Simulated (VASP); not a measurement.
# Ge (R-3m) in VASP: single point with PBE

Aim: the single point of Ge with PBE.

Program: VASP 6.6.1. These are calculated values, not measurements. Logs are shortened: lines on timing, memory, paths and dates and some standing lists are left out, and cuts for length are marked.

**1. The cell of the first run**

The typed cell holds 1 atom: a = 3.022 Å, b = 3.022 Å, c = 3.022 Å, α = 60.10°, β = 60.10°, γ = 60.10°.

This isn't the form of Ge at room conditions, which is diamond.

**2. Single point, PBE**

POSCAR

```
Ge
1.0
    1.5133342408      0.8737239313      2.4656314752
   -1.5133342408      0.8737239313      2.4656314752
    0.0000000000     -1.7474478626      2.4656314752
Ge
1
Direct
    0.5000000000      0.5000000000      0.5000000000
```

INCAR.step1

```
ALGO = Normal
EDIFF = 1E-6
ENCUT = 520
GGA = PE
ISIF = 2
ISMEAR = 0
LASPH = True
LCHARG = True
LREAL = False
LWAVE = False
NBANDS = 13
NELM = 60
PREC = Accurate
SIGMA = 0.1
```

KPOINTS.step1

```
k-points
0
Gamma
  24 24 24
```

INCAR.step2

```
ALGO = Normal
EDIFF = 1E-6
ENCUT = 520
GGA = PE
ICHARG = 11
ISIF = 2
ISMEAR = -5
LASPH = True
LCHARG = False
LORBIT = 10
LREAL = False
LWAVE = False
NEDOS = 1001
NELM = 60
PREC = Accurate
SIGMA = 0.1
```

KPOINTS.step2

```
k-points
0
Gamma
  36 36 36
```

Potentials or basis: VASP PAW PBE potentials, release 64 (Ge_d).

On the command line:

```console
> cat potpaw_PBE.64/Ge_d/POTCAR > POTCAR
> cp INCAR.step1 INCAR
> cp KPOINTS.step1 KPOINTS
> mpirun -np 1 vasp_std > vasp.out
> cp INCAR.step2 INCAR
> cp KPOINTS.step2 KPOINTS
> mpirun -np 1 vasp_std > vasp.out
```

OUTCAR:

```text
EDIFF = 1E-6
   ENCUT = 520
   GGA = PE
   ICHARG = 11
   ISIF = 2
   ISMEAR = -5
   LASPH = True
   LORBIT = 10
   LREAL = False
   NELM = 60
   PREC = Accurate

 ion  position               nearest neighbor table
   1  0.500  0.500  0.500-

  LATTYP: Found a trigonal (rhomboedric) cell.
 ALAT       =     3.0220709131
 COS(alpha) =     0.4984775123

  Lattice vectors:

 A1 = (   1.5133342408,   0.8737239313,   2.4656314752)
 A2 = (  -1.5133342408,   0.8737239313,   2.4656314752)
 A3 = (   0.0000000000,  -1.7474478626,   2.4656314752)

Analysis of symmetry for initial positions (statically):
=====================================================================
 Subroutine PRICEL returns:
 Original cell was already a primitive cell.

 Routine SETGRP: Setting up the symmetry group for a
 trigonal (rhombohedral) supercell.

 Subroutine GETGRP returns: Found 12 space group operations
 (whereof 12 operations were pure point group operations)
 out of a pool of 12 trial point group operations.

The static configuration has the point symmetry D_3d.

Analysis of symmetry for dynamics (positions and initial velocities):
=====================================================================
 Subroutine PRICEL returns:
 Original cell was already a primitive cell.

 Routine SETGRP: Setting up the symmetry group for a
 trigonal (rhombohedral) supercell.

 Subroutine GETGRP returns: Found 12 space group operations
 (whereof 12 operations were pure point group operations)
 out of a pool of 12 trial point group operations.

The dynamic configuration has the point symmetry D_3d.

 Subroutine INISYM returns: Found 12 space group operations
 (whereof 12 operations are pure point group operations),
 and found     1 'primitive' translations

----------------------------------------------------------------------------------------

                                     Primitive cell

  volume of cell :      19.5609

  direct lattice vectors                    reciprocal lattice vectors
     1.513334241  0.873723931  2.465631475     0.330396278  0.190754380  0.135191871
    -1.513334241  0.873723931  2.465631475    -0.330396278  0.190754380  0.135191871
     0.000000000 -1.747447863  2.465631475     0.000000000 -0.381508760  0.135191871

  length of vectors
     3.022070913  3.022070913  3.022070913     0.404753969  0.404753969  0.404753969

  position of ions in fractional coordinates (direct lattice)
     0.500000000  0.500000000  0.500000000

  ion indices of the primitive-cell ions
   primitive index   ion index
                 1           1

----------------------------------------------------------------------------------------

 KPOINTS: k-points

Automatic generation of k-mesh.
 Grid dimensions read from file:
 generate k-points for:   36   36   36

 Generating k-lattice:

  Cartesian coordinates                     Fractional coordinates (reciprocal lattice)
     0.009177674  0.005298733  0.003755330     0.027777778  0.000000000  0.000000000
    -0.009177674  0.005298733  0.003755330     0.000000000  0.027777778  0.000000000
     0.000000000 -0.010597466  0.003755330     0.000000000  0.000000000  0.027777778

  Length of vectors
     0.011243166  0.011243166  0.011243166

  Shift w.r.t. Gamma in fractional coordinates (k-lattice)
     0.000000000  0.000000000  0.000000000

 TETIRR: Found  23328 inequivalent tetrahedra from   279936

 Subroutine IBZKPT returns following result:
 ===========================================

 Found   4237 irreducible k-points:

 Following reciprocal coordinates:
            Coordinates               Weight
  0.000000  0.000000  0.000000      1.000000
  0.027778  0.000000  0.000000      6.000000
  0.055556  0.000000  0.000000      6.000000
  0.083333  0.000000  0.000000      6.000000
  0.111111  0.000000  0.000000      6.000000
  0.138889  0.000000 -0.000000      6.000000
[... 16 lines left out ...]
  0.111111  0.027778  0.000000     12.000000
  0.138889  0.027778  0.000000     12.000000
 [... further k-points ...]
   k-points           NKPTS =   4237   k-points in BZ     NKDIM =   4237   number of bands    NBANDS=     11
   number of dos      NEDOS =   1001   number of ions     NIONS =      1
   total plane-waves  NPLWV =  13824
   dimension x,y,z NGX =    24 NGY =   24 NGZ =   24
   dimension x,y,z NGXF=    48 NGYF=   48 NGZF=   48
   ions per type =               1
   NGX,Y,Z   is equivalent  to a cutoff of  13.20, 13.20, 13.20 a.u.
   NGXF,Y,Z  is equivalent  to a cutoff of  26.41, 26.41, 26.41 a.u.
 SYSTEM =  unknown system
   PREC   = accura    normal or accurate (medium, high low for compatibility)
   ISTART =      0    job   : 0-new  1-cont  2-samecut
   ICHARG =     11    charge: 1-file 2-atom 10-const
   ISPIN  =      1    spin polarized calculation?
   LNONCOLLINEAR =      F non collinear calculations
   LSORBIT =      F    spin-orbit coupling
   LASPH  =      T    aspherical Exc in radial PAW
   ENCUT  =  520.0 eV  38.22 Ry    6.18 a.u.   5.62  5.62  5.62*2*pi/ulx,y,z
   NELM   =     60;   NELMIN=  2; NELMDL=  0     # of ELM steps
   EDIFF  = 0.1E-05   stopping-criterion for ELM
   LREAL  =      F    real-space projection
   EDIFFG = 0.1E-04   stopping-criterion for IOM
   NSW    =      0    number of steps for IOM
   IBRION =     -1    ionic relax: 0-MD 1-quasi-New 2-CG
   NFREE  =      0    steps in history (QN), initial steepest desc. (CG)
   ISIF   =      2    stress and relaxation
   ISYM   =      2    0-nonsym 1-usesym 2-fastsym
   POTIM  = 0.5000    time-step for ionic-motion
   TEBEG  =    0.0;   TEEND  =   0.0 temperature during run
   PSTRESS=    0.0 pullay stress
   NELECT =      14.0000    total number of electrons
   NUPDOWN=      -1.0000    fix difference up-down
   EMIN   =  10.00;   EMAX   =-10.00  energy-range for DOS
   EFERMI =   0.00;   METHOD = LEGACY
   ISMEAR =    -5;   SIGMA  =   0.10  broadening in eV -4-tet -1-fermi 0-gaus
   EFERMI_NEDOS =   21; number of points for ismear=-14 and -15
   IALGO  =     38    algorithm
   IMIX   =      4    mixing-type and parameters
     AMIX     =   0.40;   BMIX     =  1.00
     AMIX_MAG =   1.60;   BMIX_MAG =  1.00
  volume/ion in A,a.u.               =      19.56       132.00
  Fermi-wavevector in a.u.,A,eV,Ry     =   1.464383  2.767283 29.176572  2.144418
  Thomas-Fermi vector in A             =   2.580366
   LORBIT       =     10    0 simple, 1 ext, 2 COOP (PROOUT), +10 PAW based schemes
   GGA     = PE    functional components
   LHFCALC =     F    Hartree Fock is set to
   AEXX    =    0.0000 exact exchange contribution
   IVDW    =     0    specifies the selected vdW correction
   LEPSILON=     F    determine dielectric tensor
   LRPA    =     F    only Hartree local field effects (RPA)
 non-spin polarized calculation
 Fermi weights with tetrahedron method with Bloechl corrections
  energy-cutoff  :      520.00
  volume of cell :       19.56
 maximum number of plane-waves:       544

 number of electron      14.0000013 magnetization

 Free energy of the ion-electron system (eV)
  ---------------------------------------------------
  ext. energy  EPLUGINS =         0.00000000
  ---------------------------------------------------
  free energy    TOTEN  =        -4.18747855 eV

  energy without entropy =       -4.18747855  energy(sigma->0) =       -4.18747855

 E-fermi :   6.4956     XC(G=0): -11.1170

 val. band max:        6.5176317705   @ k =  -0.3889   0.4722   0.2778
 cond. band min:       6.4954792121   @ k =  -0.2500   0.2500   0.0000
 fundamental gap:     -0.0221525584
 Fermi energy:         6.4956003216

 k-point     1 :       0.0000    0.0000    0.0000
  band No.  band energies     occupation
      1     -18.3006      2.00000
      2     -18.3006      2.00000
      3     -18.2997      2.00000
      4     -18.2560      2.00000
      5     -18.2560      2.00000
      6      -6.4597      2.00000
      7      15.0471      0.00000
      8      15.0471      0.00000
      9      15.1017      0.00000
     10      20.2333      0.00000
     11      20.2623      0.00000

 k-point     2 :       0.0278    0.0000    0.0000
  band No.  band energies     occupation
      1     -18.3005      2.00000
      2     -18.3002      2.00000
      3     -18.2994      2.00000
      4     -18.2560      2.00000
      5     -18.2560      2.00000
      6      -6.4410      2.00000
      7      14.8446      0.00000
      8      15.0175      0.00000
      9      15.0668      0.00000
     10      20.0024      0.00000
     11      20.2912      0.00000

 k-point     3 :       0.0556    0.0000    0.0000
  band No.  band energies     occupation
      1     -18.3004      2.00000
      2     -18.2991      2.00000
      3     -18.2983      2.00000
      4     -18.2561      2.00000
      5     -18.2561      2.00000
      6      -6.3849      2.00000
      7      14.2827      0.00000
      8      14.9330      0.00000
      9      14.9804      0.00000
     10      19.6559      0.00000
     11      20.4570      0.00000

 k-point     4 :       0.0833    0.0000    0.0000
  band No.  band energies     occupation
      1     -18.3003      2.00000
      2     -18.2974      2.00000
      3     -18.2966      2.00000
      4     -18.2561      2.00000
      5     -18.2561      2.00000
      6      -6.2915      2.00000
      7      13.4864      0.00000
      8      14.8045      0.00000
      9      14.8501      0.00000
     10      19.3634      0.00000
     11      20.6813      0.00000
[... 239 lines left out ...]
 k-point    22 :       0.0833    0.0278    0.0000
  band No.  band energies     occupation
      1     -18.3010      2.00000
      2     -18.2975      2.00000
      3     -18.2965      2.00000
      4     -18.2572      2.00000
      5     -18.2551      2.00000
      6      -6.3101      2.00000
      7      13.7633      0.00000
      8      14.6334      0.00000
      9      14.9277      0.00000
     10      19.2622      0.00000
     11      20.5945      0.00000

 k-point    23 :       0.1111    0.0278    0.0000
  band No.  band energies     occupation
      1     -18.3009      2.00000
      2     -18.2956      2.00000
      3     -18.2943      2.00000
      4     -18.2574      2.00000
      5     -18.2546      2.00000
      6      -6.1918      2.00000
      7      12.8788      0.00000
      8      14.4370      0.00000
      9      14.8302      0.00000
     10      19.0904      0.00000
     11      20.7301      0.00000

 k-point    24 :       0.1389    0.0278    0.0000
  band No.  band energies     occupation
      1     -18.3008      2.00000
      2     -18.2935      2.00000
      3     -18.2921      2.00000
      4     -18.2574      2.00000
      5     -18.2538      2.00000
      6      -6.0362      2.00000
      7      11.9111      0.00000
      8      14.2334      0.00000
      9      14.6930      0.00000
     10      18.9416      0.00000
     11      20.9078      0.00000

 [... further k-points ...]

------------------------ aborting loop because EDIFF is reached ----------------------------------------

  FORCE on cell =-STRESS in cart. coord.  units (eV):
  Direction    XX          YY          ZZ          XY          YZ          ZX
  --------------------------------------------------------------------------------------
  -------------------------------------------------------------------------------------
  Total        0.0121964      0.0121964      0.0223183     -0.0000000      0.0000000      0.0000000
  in kB        0.9989704      0.9989704      1.8280296     -0.0000000      0.0000000      0.0000000
  external PRESSURE =       1.2753234 kB  Pullay stress =       0.0000000 kB

 VOLUME and BASIS-vectors are now :
 -----------------------------------------------------------------------------
  energy-cutoff  :      520.00
  volume of cell :       19.56
      direct lattice vectors                 reciprocal lattice vectors
     1.513334241  0.873723931  2.465631475     0.330396278  0.190754380  0.135191871
    -1.513334241  0.873723931  2.465631475    -0.330396278  0.190754380  0.135191871
     0.000000000 -1.747447863  2.465631475     0.000000000 -0.381508760  0.135191871

 POSITION                                       TOTAL-FORCE (eV/Angst)
 -----------------------------------------------------------------------------------
      0.00000      0.00000      3.69845         0.000000     -0.000000      0.000000
 -----------------------------------------------------------------------------------
    total drift:                               -0.000000      0.000000     -0.000000

  FREE ENERGIE OF THE ION-ELECTRON SYSTEM (eV)
  ---------------------------------------------------
  free  energy   TOTEN  =        -4.1874785516 eV

  energy  without entropy=       -4.1874785516  energy(sigma->0) =       -4.18747855

 total charge

# of ion       s       p       d       tot
------------------------------------------
    1        1.281   0.865  10.015  12.161
```

It took 3.2 min on 1 thread of Intel Xeon 6975P-C (Granite Rapids), shared host; peak memory 0.97 GiB.

What came out:

| Item | Value |
| --- | --- |
| Valence electrons inside the program's atomic spheres | Ge 12.16 |

Levels at points of the mesh, in eV from the Fermi level:
```
           k point  band 5  band 6  band 7  band 8  band 9  band 10
(0.00, 0.00, 0.00)  -24.75  -12.96    8.55    8.55    8.61    13.74
(0.50, 0.00, 0.00)  -24.71   -7.91   -5.40    6.58    6.60    11.76
(0.50, 0.50, 0.00)  -24.70   -5.69   -4.18    2.49    2.53     6.24
(0.50, 0.50, 0.50)  -24.71   -7.87   -5.39    6.55    6.55    11.71
```

Caveat: tetrahedron occupations give inexact forces and stress in metals.
